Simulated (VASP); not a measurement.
# TaN (rocksalt type) (Fm-3m) in VASP: further runs

Runs on TaN (rocksalt type). Level: PBE. Tasks: single point.

Everything below comes from runs of VASP 6.6.1. Logs are shortened: lines on timing, memory, paths and dates and some standing lists are left out, and cuts for length are marked.

**1. The cell of the first run**

Symmetry: Fm-3m, No. 225, cubic system. Conventional cell: a = 4.100 Å, b = 4.100 Å, c = 4.100 Å, α = 90.00°, β = 90.00°, γ = 90.00°. Within 2.7 Å of Ta (site symmetry m-3m) lie 6 N at 2.05 Å. Within 2.7 Å of N (site symmetry m-3m) lie 6 Ta at 2.05 Å.

**2. Single point, PBE (volume scaled by 0.8)**

INCAR

```
  PREC = Accurate
  ENCUT = 520
  EDIFF = 1E-7
  ISMEAR = -1
  SIGMA = 0.08
  LREAL = False
  LASPH = True
  NELM = 100
  ALGO = Normal
  ISIF = 2
  LWAVE = False
  LCHARG = True
  GGA = PE
  LELF = True
  LVHAR = True
  NBANDS = 15
```

KPOINTS

```
Automatic mesh
0
Gamma
  15 15 15
```

POSCAR

```
TaN
1.0
    0.0000000000      2.0502006256      2.0502006256
    2.0502006256      0.0000000000      2.0502006256
    2.0502006256      2.0502006256      0.0000000000
Ta N
1 1
Direct
    0.0000000000      0.0000000000      0.0000000000
    0.5000000000      0.5000000000      0.5000000000
```

Potentials or basis: VASP PAW PBE potentials, release 64 (Ta_pv, N).

On the command line:

```bash
> cat potpaw_PBE.64/Ta_pv/POTCAR potpaw_PBE.64/N/POTCAR > POTCAR
> mpirun -np 1 vasp_std > vasp.out
```

OUTCAR:

```text
PREC = Accurate
   ENCUT = 520
   EDIFF = 1E-7
   ISMEAR = -1
   LREAL = False
   LASPH = True
   NELM = 100
   ISIF = 2
   GGA = PE

 ion  position               nearest neighbor table
   1  0.000  0.000  0.000-   2 2.05   2 2.05   2 2.05   2 2.05   2 2.05   2 2.05
   2  0.500  0.500  0.500-   1 2.05   1 2.05   1 2.05   1 2.05   1 2.05   1 2.05

  LATTYP: Found a face centered cubic cell.
 ALAT       =     4.1004012512

  Lattice vectors:

 A1 = (   0.0000000000,   2.0502006256,   2.0502006256)
 A2 = (   2.0502006256,   0.0000000000,   2.0502006256)
 A3 = (   2.0502006256,   2.0502006256,   0.0000000000)

Analysis of symmetry for initial positions (statically):
=====================================================================
 Subroutine PRICEL returns:
 Original cell was already a primitive cell.

 Routine SETGRP: Setting up the symmetry group for a
 face centered cubic supercell.

 Subroutine GETGRP returns: Found 48 space group operations
 (whereof 48 operations were pure point group operations)
 out of a pool of 48 trial point group operations.

The static configuration has the point symmetry O_h .

Analysis of symmetry for dynamics (positions and initial velocities):
=====================================================================
 Subroutine PRICEL returns:
 Original cell was already a primitive cell.

 Routine SETGRP: Setting up the symmetry group for a
 face centered cubic supercell.

 Subroutine GETGRP returns: Found 48 space group operations
 (whereof 48 operations were pure point group operations)
 out of a pool of 48 trial point group operations.

The dynamic configuration has the point symmetry O_h .

 Subroutine INISYM returns: Found 48 space group operations
 (whereof 48 operations are pure point group operations),
 and found     1 'primitive' translations

----------------------------------------------------------------------------------------

                                     Primitive cell

  volume of cell :      17.2353

  direct lattice vectors                    reciprocal lattice vectors
     0.000000000  2.050200626  2.050200626    -0.243878572  0.243878572  0.243878572
     2.050200626  0.000000000  2.050200626     0.243878572 -0.243878572  0.243878572
     2.050200626  2.050200626  0.000000000     0.243878572  0.243878572 -0.243878572

  length of vectors
     2.899421530  2.899421530  2.899421530     0.422410077  0.422410077  0.422410077

  position of ions in fractional coordinates (direct lattice)
     0.000000000  0.000000000  0.000000000
     0.500000000  0.500000000  0.500000000

  ion indices of the primitive-cell ions
   primitive index   ion index
                 1           1
                 2           2

----------------------------------------------------------------------------------------

 KPOINTS: Automatic mesh

Automatic generation of k-mesh.
 Grid dimensions read from file:
 generate k-points for:   15   15   15

 Generating k-lattice:

  Cartesian coordinates                     Fractional coordinates (reciprocal lattice)
    -0.016258571  0.016258571  0.016258571     0.066666667  0.000000000  0.000000000
     0.016258571 -0.016258571  0.016258571     0.000000000  0.066666667  0.000000000
     0.016258571  0.016258571 -0.016258571     0.000000000  0.000000000  0.066666667

  Length of vectors
     0.028160672  0.028160672  0.028160672

  Shift w.r.t. Gamma in fractional coordinates (k-lattice)
     0.000000000  0.000000000  0.000000000

 Subroutine IBZKPT returns following result:
 ===========================================

 Found    120 irreducible k-points:

 Following reciprocal coordinates:
            Coordinates               Weight
  0.000000  0.000000  0.000000      1.000000
  0.066667  0.000000  0.000000      8.000000
  0.133333  0.000000  0.000000      8.000000
  0.200000  0.000000  0.000000      8.000000
  0.266667  0.000000  0.000000      8.000000
  0.333333  0.000000  0.000000      8.000000
[... 16 lines left out ...]
  0.133333  0.133333  0.000000      6.000000
  0.200000  0.133333  0.000000     24.000000
 [... further k-points ...]
   k-points           NKPTS =    120   k-points in BZ     NKDIM =    120   number of bands    NBANDS=     15
   number of dos      NEDOS =    301   number of ions     NIONS =      2
   total plane-waves  NPLWV =  13824
   dimension x,y,z NGX =    24 NGY =   24 NGZ =   24
   dimension x,y,z NGXF=    48 NGYF=   48 NGZF=   48
   ions per type =               1   1
   NGX,Y,Z   is equivalent  to a cutoff of  13.76, 13.76, 13.76 a.u.
   NGXF,Y,Z  is equivalent  to a cutoff of  27.52, 27.52, 27.52 a.u.
 SYSTEM =  unknown system
   PREC   = accura    normal or accurate (medium, high low for compatibility)
   ISTART =      0    job   : 0-new  1-cont  2-samecut
   ICHARG =      2    charge: 1-file 2-atom 10-const
   ISPIN  =      1    spin polarized calculation?
   LNONCOLLINEAR =      F non collinear calculations
   LSORBIT =      F    spin-orbit coupling
   LASPH  =      T    aspherical Exc in radial PAW
   ENCUT  =  520.0 eV  38.22 Ry    6.18 a.u.   5.39  5.39  5.39*2*pi/ulx,y,z
   NELM   =    100;   NELMIN=  2; NELMDL= -5     # of ELM steps
   EDIFF  = 0.1E-06   stopping-criterion for ELM
   LREAL  =      F    real-space projection
   EDIFFG = 0.1E-05   stopping-criterion for IOM
   NSW    =      0    number of steps for IOM
   IBRION =     -1    ionic relax: 0-MD 1-quasi-New 2-CG
   NFREE  =      0    steps in history (QN), initial steepest desc. (CG)
   ISIF   =      2    stress and relaxation
   ISYM   =      2    0-nonsym 1-usesym 2-fastsym
   POTIM  = 0.5000    time-step for ionic-motion
   TEBEG  =    0.0;   TEEND  =   0.0 temperature during run
   PSTRESS=    0.0 pullay stress
   NELECT =      16.0000    total number of electrons
   NUPDOWN=      -1.0000    fix difference up-down
   EMIN   =  10.00;   EMAX   =-10.00  energy-range for DOS
   EFERMI =   0.00;   METHOD = LEGACY
   ISMEAR =    -1;   SIGMA  =   0.08  broadening in eV -4-tet -1-fermi 0-gaus
   EFERMI_NEDOS =   21; number of points for ismear=-14 and -15
   IALGO  =     38    algorithm
   IMIX   =      4    mixing-type and parameters
     AMIX     =   0.40;   BMIX     =  1.00
     AMIX_MAG =   1.60;   BMIX_MAG =  1.00
  volume/ion in A,a.u.               =       8.62        58.15
  Fermi-wavevector in a.u.,A,eV,Ry     =   1.597013  3.017917 34.700988  2.550451
  Thomas-Fermi vector in A             =   2.694686
   LORBIT       =      0    0 simple, 1 ext, 2 COOP (PROOUT), +10 PAW based schemes
   GGA     = PE    functional components
   LHFCALC =     F    Hartree Fock is set to
   AEXX    =    0.0000 exact exchange contribution
   IVDW    =     0    specifies the selected vdW correction
   LEPSILON=     F    determine dielectric tensor
   LRPA    =     F    only Hartree local field effects (RPA)
 non-spin polarized calculation
  energy-cutoff  :      520.00
  volume of cell :       17.24
 maximum number of plane-waves:       483
 NGX is ok and might be reduce to    24
   NGX = 11   NGY = 11   NGZ = 11

 number of electron      15.9999999 magnetization

 Free energy of the ion-electron system (eV)
  ---------------------------------------------------
  ext. energy  EPLUGINS =         0.00000000
  ---------------------------------------------------
  free energy    TOTEN  =       -20.47270359 eV

  energy without entropy =      -20.46198925  energy(sigma->0) =      -20.46734642

 E-fermi :  12.0755     XC(G=0): -14.6398

 val. band max:       12.0667628715   @ k =   0.2667   0.0667   0.0000
 cond. band min:      12.1506906159   @ k =   0.2000   0.1333   0.0000
 fundamental gap:      0.0839277444
 Fermi energy:        12.0754734721

 k-point     1 :       0.0000    0.0000    0.0000
  band No.  band energies     occupation
      1     -23.2729      2.00000
      2     -23.2729      2.00000
      3     -23.2729      2.00000
      4      -8.5334      2.00000
      5       7.6545      2.00000
      6       7.6545      2.00000
      7       7.6545      2.00000
      8       9.3020      2.00000
      9       9.3020      2.00000
     10       9.3020      2.00000
     11      12.1879      0.39381
     12      12.1879      0.39381
     13      15.6553      0.00000
     14      21.5466      0.00000
     15      24.9488      0.00000

 k-point     2 :       0.0667    0.0000    0.0000
  band No.  band energies     occupation
      1     -23.3649      2.00000
      2     -23.2797      2.00000
      3     -23.2797      2.00000
      4      -8.3652      2.00000
      5       6.9721      2.00000
      6       7.1349      2.00000
      7       7.1349      2.00000
      8       9.5388      2.00000
      9       9.5388      2.00000
     10       9.6686      2.00000
     11      12.7839      0.00029
     12      12.7839      0.00029
     13      15.9637      0.00000
     14      21.9868      0.00000
     15      24.9485      0.00000

 k-point     3 :       0.1333    0.0000    0.0000
  band No.  band energies     occupation
      1     -23.6168      2.00000
      2     -23.2990      2.00000
      3     -23.2990      2.00000
      4      -7.8889      2.00000
      5       5.6817      2.00000
      6       6.1364      2.00000
      7       6.1364      2.00000
      8      10.0681      2.00000
      9      10.0681      2.00000
     10      10.1786      2.00000
     11      14.1753      0.00000
     12      14.1753      0.00000
     13      16.7601      0.00000
     14      23.2091      0.00000
     15      24.9481      0.00000
[... 343 lines left out ...]
 k-point    23 :       0.1333    0.1333    0.0000
  band No.  band energies     occupation
      1     -23.5952      2.00000
      2     -23.3730      2.00000
      3     -23.3730      2.00000
      4      -7.7391      2.00000
      5       4.4787      2.00000
      6       6.7630      2.00000
      7       6.7630      2.00000
      8       8.2597      2.00000
      9      11.4106      1.99951
     10      11.4106      1.99951
     11      12.5686      0.00420
     12      14.6761      0.00000
     13      17.9347      0.00000
     14      23.7074      0.00000
     15      24.9480      0.00000

 k-point    24 :       0.2000    0.1333    0.0000
  band No.  band energies     occupation
      1     -23.8200      2.00000
      2     -23.4207      2.00000
      3     -23.4013      2.00000
      4      -7.2961      2.00000
      5       3.6017      2.00000
      6       6.1111      2.00000
      7       6.3247      2.00000
      8       8.2789      2.00000
      9      12.0329      1.26008
     10      12.1507      0.56171
     11      13.4201      0.00000
     12      15.4472      0.00000
     13      19.1661      0.00000
     14      24.9466      0.00000
     15      24.9839      0.00000

 [... further k-points ...]
[... 5 lines left out ...]
  --------------------------------------------------------------------------------------
  -------------------------------------------------------------------------------------
  Total       13.1996137     13.1996137     13.1996137     -0.0000000      0.0000000      0.0000000
  in kB     1227.0230576   1227.0230576   1227.0230576     -0.0000000      0.0000000      0.0000000
  external PRESSURE =    1227.0230576 kB  Pullay stress =       0.0000000 kB

 VOLUME and BASIS-vectors are now :
 -----------------------------------------------------------------------------
  energy-cutoff  :      520.00
  volume of cell :       17.24
      direct lattice vectors                 reciprocal lattice vectors
     0.000000000  2.050200626  2.050200626    -0.243878572  0.243878572  0.243878572
     2.050200626  0.000000000  2.050200626     0.243878572 -0.243878572  0.243878572
     2.050200626  2.050200626  0.000000000     0.243878572  0.243878572 -0.243878572

 POSITION                                       TOTAL-FORCE (eV/Angst)
 -----------------------------------------------------------------------------------
      0.00000      0.00000      0.00000         0.000000     -0.000000     -0.000000
      2.05020      2.05020      2.05020        -0.000000      0.000000      0.000000
 -----------------------------------------------------------------------------------
    total drift:                                0.000000     -0.000000     -0.000000

  FREE ENERGIE OF THE ION-ELECTRON SYSTEM (eV)
  ---------------------------------------------------
  free  energy   TOTEN  =       -20.4727035869 eV

  energy  without entropy=      -20.4619892524  energy(sigma->0) =      -20.46734642
```

Run time: 99 s. Hardware: 1 thread of AMD EPYC 7R13, shared host; peak memory 0.13 GiB.

Results:

| Property | Result |
| --- | --- |
| Free energy | -20.4727 eV |
| Pressure | 122.7 GPa |
| Band gap on the k mesh | zero (band 8 reaches 14.55 eV, above the bottom of band 9 at 9.30 eV) |

Caveat: spin-orbit coupling is left out, which moves the levels of the heavy elements.

**3. Single point, PBE (volume scaled by 0.88)**

INCAR

```
PREC = Accurate
ENCUT = 520
EDIFF = 1E-6
ISMEAR = -1
SIGMA = 0.08
LREAL = F
LASPH = T
NELM = 60
ALGO = Normal
ISIF = 2
LWAVE = F
LCHARG = F
GGA = PE
NBANDS = 15
```

KPOINTS is that of step 2.

POSCAR

```
TaN
1.0
    0.0000000000      2.1163813385      2.1163813385
    2.1163813385      0.0000000000      2.1163813385
    2.1163813385      2.1163813385      0.0000000000
Ta N
1 1
Direct
    0.0000000000      0.0000000000      0.0000000000
    0.5000000000      0.5000000000      0.5000000000
```

Potentials or basis: VASP PAW PBE potentials, release 64 (Ta_pv, N).

On the command line:

```bash
> cat potpaw_PBE.64/Ta_pv/POTCAR potpaw_PBE.64/N/POTCAR > POTCAR
> mpirun -np 1 vasp_std > vasp.out
```

Run time: 72 s. Hardware: 1 thread of AMD EPYC 7R13, shared host; peak memory 0.14 GiB.

It converged, with:

```
Free energy            : -21.4169 eV
Pressure               : 57.4 GPa
Band gap on the k mesh : zero (band 8 reaches 13.05 eV, above the bottom of band 9 at 8.44 eV)
```

Levels at points of the mesh, in eV from the Fermi level:
```csv
k point,band 6,band 7,band 8,band 9,band 10,band 11
"(0.00, 0.00, 0.00)",-4.16,-4.16,-2.45,-2.45,-2.45,0.09
```

Caveat: spin-orbit coupling is left out, which moves the levels of the heavy elements.

**4. Single point, PBE (volume scaled by 0.88)**

INCAR

```
SYSTEM = TaN
PREC = Accurate
ENCUT = 520
EDIFF = 1E-6
ISMEAR = -1
SIGMA = 0.08
LREAL = .FALSE.
LASPH = .TRUE.
NELM = 100
ALGO = Normal
ISIF = 2
LWAVE = .FALSE.
LCHARG = .FALSE.
GGA = PE
NBANDS = 15
```

KPOINTS

```
regular mesh
0
G
  15 15 15
  0 0 0
```

POSCAR is that of step 3.

On the command line:

```bash
> cat potpaw_PBE.64/Ta_pv/POTCAR potpaw_PBE.64/N/POTCAR > POTCAR
> mpirun -np 1 vasp_std > vasp.out
```

Wall time 69 s (1 thread of AMD EPYC 7R13, shared host); peak memory 0.14 GiB.

The run converged. Its results:

```
Free energy            : -21.4169 eV
Pressure               : 57.4 GPa
Band gap on the k mesh : zero (band 8 reaches 13.05 eV, above the bottom of band 9 at 8.44 eV)
```

Levels at points of the mesh, in eV from the Fermi level:
| k point | band 5 | band 6 | band 7 | band 8 | band 9 | band 10 | band 11 | band 12 |
| --- | --- | --- | --- | --- | --- | --- | --- | --- |
| (0.00, 0.00, 0.00) | -4.16 | -4.16 | -4.16 | -2.45 | -2.45 | -2.45 | 0.09 | 0.09 |

Caveat: spin-orbit coupling is left out, which moves the levels of the heavy elements.
